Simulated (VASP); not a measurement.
# Sb in VASP: settings compared

Sb is run at these levels: LDA, r2SCAN, PBEsol; tasks: single point.

Everything below comes from runs of VASP 6.6.1. Logs are shortened: lines on timing, memory, paths and dates and some standing lists are left out, and cuts for length are marked.

## Step 1: The cell of the first run

Symmetry: Fm-3m, No. 225, cubic system. Conventional cell: a = 4.835 Å, b = 4.835 Å, c = 4.835 Å, α = 90.00°, β = 90.00°, γ = 90.00°. Sb (site symmetry m-3m) has 12 Sb at 3.42 Å within 4.5 Å.

## Step 2: Single point, LDA

Input file INCAR:

```
ALGO = Normal
EDIFF = 1E-6
ENCUT = 520
GGA = CA
ISIF = 2
ISMEAR = -1
LASPH = True
LCHARG = False
LREAL = False
LWAVE = False
NBANDS = 8
NELM = 60
PREC = Accurate
SIGMA = 0.05
```

Input file KPOINTS:

```
k-points
0
Gamma
  10 10 10
```

Input file POSCAR:

```
Sb
1.0
    0.0000000000      2.4177492801      2.4177492801
    2.4177492801      0.0000000000      2.4177492801
    2.4177492801      2.4177492801      0.0000000000
Sb
1
Direct
    0.0000000000      0.0000000000      0.0000000000
```

Potentials or basis: VASP PAW LDA potentials, release 64 (Sb).

On the command line:

```sh
$ cat potpaw_LDA.64/Sb/POTCAR > POTCAR
$ mpirun -np 1 vasp_std > vasp.out
```

OUTCAR:

```text
EDIFF = 1E-6
   ENCUT = 520
   GGA = CA
   ISIF = 2
   ISMEAR = -1
   LASPH = True
   LREAL = False
   NELM = 60
   PREC = Accurate

 ion  position               nearest neighbor table
   1  0.000  0.000  0.000-

  LATTYP: Found a face centered cubic cell.
 ALAT       =     4.8354985602

  Lattice vectors:

 A1 = (   0.0000000000,   2.4177492801,   2.4177492801)
 A2 = (   2.4177492801,   0.0000000000,   2.4177492801)
 A3 = (   2.4177492801,   2.4177492801,   0.0000000000)

Analysis of symmetry for initial positions (statically):
=====================================================================
 Subroutine PRICEL returns:
 Original cell was already a primitive cell.

 Routine SETGRP: Setting up the symmetry group for a
 face centered cubic supercell.

 Subroutine GETGRP returns: Found 48 space group operations
[... 9 lines left out ...]

 Routine SETGRP: Setting up the symmetry group for a
 face centered cubic supercell.

 Subroutine GETGRP returns: Found 48 space group operations
[... 11 lines left out ...]
                                     Primitive cell

  volume of cell :      28.2660

  direct lattice vectors                    reciprocal lattice vectors
     0.000000000  2.417749280  2.417749280    -0.206803908  0.206803908  0.206803908
     2.417749280  0.000000000  2.417749280     0.206803908 -0.206803908  0.206803908
     2.417749280  2.417749280  0.000000000     0.206803908  0.206803908 -0.206803908

  length of vectors
     3.419213822  3.419213822  3.419213822     0.358194876  0.358194876  0.358194876

  position of ions in fractional coordinates (direct lattice)
     0.000000000  0.000000000  0.000000000

  ion indices of the primitive-cell ions
   primitive index   ion index
                 1           1

----------------------------------------------------------------------------------------

 KPOINTS: k-points

Automatic generation of k-mesh.
 Grid dimensions read from file:
 generate k-points for:   10   10   10

 Generating k-lattice:

  Cartesian coordinates                     Fractional coordinates (reciprocal lattice)
    -0.020680391  0.020680391  0.020680391     0.100000000  0.000000000  0.000000000
     0.020680391 -0.020680391  0.020680391     0.000000000  0.100000000  0.000000000
     0.020680391  0.020680391 -0.020680391     0.000000000  0.000000000  0.100000000

  Length of vectors
[... 47 lines left out ...]
   ISTART =      0    job   : 0-new  1-cont  2-samecut
   ICHARG =      2    charge: 1-file 2-atom 10-const
   ISPIN  =      1    spin polarized calculation?
   LNONCOLLINEAR =      F non collinear calculations
   LSORBIT =      F    spin-orbit coupling
   LASPH  =      T    aspherical Exc in radial PAW
   ENCUT  =  520.0 eV  38.22 Ry    6.18 a.u.   6.36  6.36  6.36*2*pi/ulx,y,z
   NELM   =     60;   NELMIN=  2; NELMDL= -5     # of ELM steps
   EDIFF  = 0.1E-05   stopping-criterion for ELM
   LREAL  =      F    real-space projection
   EDIFFG = 0.1E-04   stopping-criterion for IOM
   NSW    =      0    number of steps for IOM
   IBRION =     -1    ionic relax: 0-MD 1-quasi-New 2-CG
   NFREE  =      0    steps in history (QN), initial steepest desc. (CG)
   ISIF   =      2    stress and relaxation
   ISYM   =      2    0-nonsym 1-usesym 2-fastsym
   POTIM  = 0.5000    time-step for ionic-motion
   TEBEG  =    0.0;   TEEND  =   0.0 temperature during run
   PSTRESS=    0.0 pullay stress
   NELECT =       5.0000    total number of electrons
   NUPDOWN=      -1.0000    fix difference up-down
   EMIN   =  10.00;   EMAX   =-10.00  energy-range for DOS
   EFERMI =   0.00;   METHOD = LEGACY
   ISMEAR =    -1;   SIGMA  =   0.05  broadening in eV -4-tet -1-fermi 0-gaus
   EFERMI_NEDOS =   21; number of points for ismear=-14 and -15
   IALGO  =     38    algorithm
   IMIX   =      4    mixing-type and parameters
     AMIX     =   0.40;   BMIX     =  1.00
     AMIX_MAG =   1.60;   BMIX_MAG =  1.00
  volume/ion in A,a.u.               =      28.27       190.75
  Fermi-wavevector in a.u.,A,eV,Ry     =   0.918989  1.736637 11.490671  0.844540
  Thomas-Fermi vector in A             =   2.044132
   LORBIT       =      0    0 simple, 1 ext, 2 COOP (PROOUT), +10 PAW based schemes
   GGA     = CA    functional components
   LHFCALC =     F    Hartree Fock is set to
   AEXX    =    0.0000 exact exchange contribution
   IVDW    =     0    specifies the selected vdW correction
   LEPSILON=     F    determine dielectric tensor
   LRPA    =     F    only Hartree local field effects (RPA)
 non-spin polarized calculation
  energy-cutoff  :      520.00
  volume of cell :       28.27
 maximum number of plane-waves:       778
 NGX is ok and might be reduce to    28
   NGX = 13   NGY = 13   NGZ = 13

 number of electron       5.0000000 magnetization

 Free energy of the ion-electron system (eV)
  ---------------------------------------------------
  ext. energy  EPLUGINS =         0.00000000
  ---------------------------------------------------
  free energy    TOTEN  =        -4.48856450 eV

  energy without entropy =       -4.48269360  energy(sigma->0) =       -4.48562905

 E-fermi :   7.7705     XC(G=0): -10.1673

 val. band max:        7.7382697323   @ k =  -0.4000   0.4000   0.1000
 cond. band min:       7.8294669175   @ k =  -0.2000   0.2000   0.0000
 fundamental gap:      0.0911971853
 Fermi energy:         7.7705282403

 k-point     1 :       0.0000    0.0000    0.0000
  band No.  band energies     occupation
      1      -4.7954      2.00000
      2      12.6587      0.00000
      3      12.6587      0.00000
      4      12.6587      0.00000
      5      17.4017      0.00000
      6      17.4017      0.00000
      7      17.4017      0.00000
      8      18.1091      0.00000
[... 243 lines left out ...]
 k-point    24 :       0.4000    0.3000    0.0000
  band No.  band energies     occupation
      1      -1.7314      2.00000
      2       5.6459      2.00000
      3       8.0290      0.01132
      4       8.8352      0.00000
      5      12.9486      0.00000
      6      14.0699      0.00000
      7      21.7574      0.00000
      8      22.3691      0.00000

 [... further k-points ...]
[... 5 lines left out ...]
  --------------------------------------------------------------------------------------
  -------------------------------------------------------------------------------------
  Total       -0.9445466     -0.9445466     -0.9445466      0.0000000      0.0000000      0.0000000
  in kB      -53.5389897    -53.5389897    -53.5389897      0.0000000      0.0000000      0.0000000
  external PRESSURE =     -53.5389897 kB  Pullay stress =       0.0000000 kB

 VOLUME and BASIS-vectors are now :
 -----------------------------------------------------------------------------
  energy-cutoff  :      520.00
  volume of cell :       28.27
      direct lattice vectors                 reciprocal lattice vectors
     0.000000000  2.417749280  2.417749280    -0.206803908  0.206803908  0.206803908
     2.417749280  0.000000000  2.417749280     0.206803908 -0.206803908  0.206803908
     2.417749280  2.417749280  0.000000000     0.206803908  0.206803908 -0.206803908

 POSITION                                       TOTAL-FORCE (eV/Angst)
 -----------------------------------------------------------------------------------
      0.00000      0.00000      0.00000         0.000000     -0.000000      0.000000
 -----------------------------------------------------------------------------------
    total drift:                                0.000000      0.000000      0.000000

  FREE ENERGIE OF THE ION-ELECTRON SYSTEM (eV)
  ---------------------------------------------------
  free  energy   TOTEN  =        -4.4885644990 eV

  energy  without entropy=       -4.4826935979  energy(sigma->0) =       -4.48562905
```

OSZICAR:

```text
N       E                     dE             d eps       ncg     rms          rms(c)
DAV:   1     0.426981285323E+01    0.42698E+01   -0.16091E+03   752   0.408E+02
DAV:   2    -0.439235779904E+01   -0.86622E+01   -0.82766E+01  1080   0.522E+01
DAV:   3    -0.449723671101E+01   -0.10488E+00   -0.10483E+00   872   0.631E+00
DAV:   4    -0.449756995731E+01   -0.33325E-03   -0.33324E-03  1184   0.469E-01
DAV:   5    -0.449757032532E+01   -0.36801E-06   -0.36817E-06   928   0.100E-02    0.162E+00
DAV:   6    -0.449158624786E+01    0.59841E-02   -0.33037E-03   888   0.252E-01    0.916E-01
DAV:   7    -0.448857880925E+01    0.30074E-02   -0.58932E-03   832   0.337E-01    0.360E-02
DAV:   8    -0.448856444430E+01    0.14365E-04   -0.55561E-05   944   0.592E-02    0.786E-03
DAV:   9    -0.448856449899E+01   -0.54690E-07   -0.40979E-07  1120   0.544E-03
   1 F= -.44885645E+01 E0= -.44856290E+01  d E =-.587090E-02
```

It took 5.5 s on 1 thread of Intel Xeon 6975P-C, shared host; peak memory 0.14 GiB.

What came out:

| Quantity | Value |
| --- | --- |
| Free energy | -4.4886 eV |
| Pressure | -5.4 GPa |

Caveat: spin-orbit coupling is left out, which moves the levels of the heavy elements.

## Step 3: Single point, r2SCAN

This run uses another cell than the first one, of 27.20 Å³/atom, 0.962 times its volume.

Input file POSCAR:

```
Sb
1.0
    0.0000000000      2.3869465721      2.3869465721
    2.3869465721      0.0000000000      2.3869465721
    2.3869465721      2.3869465721      0.0000000000
Sb
1
Direct
    0.0000000000      0.0000000000      0.0000000000
```

Input file INCAR.step1:

```
PREC     = Accurate       # precision mode
ENCUT    = 520            # plane-wave cutoff, eV
ISMEAR   = -1             # smearing method
SIGMA    = 0.05           # smearing width, eV
LREAL    = False          # projectors in reciprocal space
LASPH    = True           # aspherical terms in the spheres
NELM     = 100            # most SCF steps
NBANDS   = 8              # bands
GGA      = PE             # functional
ALGO     = Normal         # electronic algorithm
EDIFF    = 1E-4           # SCF threshold, eV
LWAVE    = True           # write WAVECAR
LCHARG   = False          # write CHGCAR
```

Input file INCAR.step2:

```
PREC     = Accurate       # precision mode
ENCUT    = 520            # plane-wave cutoff, eV
EDIFF    = 1E-7           # SCF threshold, eV
ISMEAR   = -1             # smearing method
SIGMA    = 0.05           # smearing width, eV
LREAL    = False          # projectors in reciprocal space
LASPH    = True           # aspherical terms in the spheres
NELM     = 100            # most SCF steps
ALGO     = Normal         # electronic algorithm
ISIF     = 2              # what is computed and relaxed
LWAVE    = False          # write WAVECAR
LCHARG   = False          # write CHGCAR
METAGGA  = R2SCAN         # meta-GGA
LMIXTAU  = True         
NBANDS   = 8              # bands
ISTART   = 1
```

Input file KPOINTS:

```
regular mesh
0
Gamma
  10 10 10
```

Potentials or basis: VASP PAW PBE potentials, release 64 (Sb).

On the command line:

```sh
$ cat potpaw_PBE.64/Sb/POTCAR > POTCAR
$ cp INCAR.step1 INCAR
$ mpirun -np 1 vasp_std > vasp.out
$ cp INCAR.step2 INCAR
$ mpirun -np 1 vasp_std > vasp.out
```

Run time: 32 s. Hardware: 1 thread of Intel Xeon 6975P-C, shared host; peak memory 0.17 GiB.

The run converged. Its results:

```yaml
Free_energy: -25.2306 eV
Pressure: -0.2 GPa
```

Levels at points of the mesh, in eV from the Fermi level:
| k point | band 1 | band 2 | band 3 | band 4 | band 5 | band 6 | band 7 |
| --- | --- | --- | --- | --- | --- | --- | --- |
| (0.00, 0.00, 0.00) | -13.48 | 5.57 | 5.57 | 5.57 | 10.41 | 10.41 | 10.41 |
| (0.50, 0.00, 0.00) | -9.52 | -6.07 | 3.78 | 3.78 | 8.72 | 9.55 | 9.55 |
| (0.50, 0.50, 0.00) | -7.77 | -5.19 | 0.37 | 0.37 | 4.66 | 4.88 | 18.30 |

Caveat: the PAW data sets were made with another functional, which shifts forces and pressure a little; spin-orbit coupling is left out, which moves the levels of the heavy elements.

## Step 4: Single point, PBEsol (the cell strained at random)

Input file INCAR:

```
  ALGO = Normal
  EDIFF = 1E-7
  ENCUT = 520
  GGA = PS
  ISIF = 2
  ISMEAR = -1
  LASPH = T
  LCHARG = T
  LELF = T
  LREAL = F
  LVHAR = T
  LWAVE = F
  NBANDS = 8
  NELM = 100
  PREC = Accurate
  SIGMA = 0.05
```

Input file KPOINTS:

```
k-points
0
Gamma
  10 10 10
```

Input file POSCAR:

```
Sb
1.0
   -0.0167630000      2.3807070000      2.4016500000
    2.3697530000      0.0443490000      2.3405380000
    2.4096310000      2.3594730000      0.0044710000
Sb
1
Direct
   -0.0075380000      0.0130910000     -0.0107430000
```

On the command line:

```sh
$ cat potpaw_PBE.64/Sb/POTCAR > POTCAR
$ mpirun -np 1 vasp_std > vasp.out
```

Wall time 3.5 min (1 thread of AMD EPYC 7R13, shared host); peak memory 0.21 GiB.

Results (log left out):

```yaml
Free_energy: -4.2983 eV
Pressure: -1.3 GPa
```

Stress tensor (GPa, compression positive):
```
-1.24  0.42  0.20
 0.42 -1.19  0.11
 0.20  0.11 -1.61
```

Levels at points of the mesh, in eV from the Fermi level:
```tsv
k point	band 1	band 2	band 3	band 4	band 5	band 6	band 7
(0.00, 0.00, 0.00)	-13.04	5.04	5.27	5.75	9.64	9.88	10.30
(0.50, 0.00, 0.00)	-9.43	-5.94	3.69	4.08	8.39	9.13	9.59
(0.00, 0.50, 0.00)	-8.93	-5.86	3.18	3.45	7.81	8.74	9.05
(0.50, 0.50, 0.00)	-7.55	-5.00	0.20	0.50	4.09	4.61	17.57
(0.00, 0.00, 0.50)	-9.25	-5.92	3.65	3.75	8.27	9.03	9.29
(0.50, 0.00, 0.50)	-7.45	-4.92	-0.05	0.53	3.90	4.61	17.59
(0.00, 0.50, 0.50)	-7.72	-5.09	0.17	0.85	4.12	4.86	17.68
(0.50, 0.50, 0.50)	-9.30	-5.92	3.48	3.96	8.17	8.88	9.67
```

Caveat: the cell differs from its parent crystal (the cell strained at random); the PAW data sets were made with another functional, which shifts forces and pressure a little; spin-orbit coupling is left out, which moves the levels of the heavy elements.

## Step 5: Summary

| level | potentials or basis | cell | gap on the mesh (eV) | pressure (GPa) |
| --- | --- | --- | --- | --- |
| LDA | VASP PAW LDA potentials, release 64 (Sb) | a = 3.419 Å, angles 60.0°, 1 atom | none | -5.4 |
| r2SCAN | VASP PAW PBE potentials, release 64 (Sb) | a = 3.376 Å, angles 60.0°, 1 atom | none | -0.2 |
| PBEsol | VASP PAW PBE potentials, release 64 (Sb) | a = 3.382, b = 3.331, c = 3.372 Å, angles 58.8, 60.7, 59.7°, 1 atom | none | -1.3 |

Alike in all rows: task single point; no spin polarisation; k mesh 10 × 10 × 10; cutoff (eV) 520; smearing fermi-dirac 0.05 eV.

Caveats: spin-orbit coupling is left out, which moves the levels of the heavy elements; the PAW data sets were made with another functional, which shifts forces and pressure a little (some runs).

Total energies depend on the potentials used, so only differences within one code and one set of settings carry meaning.
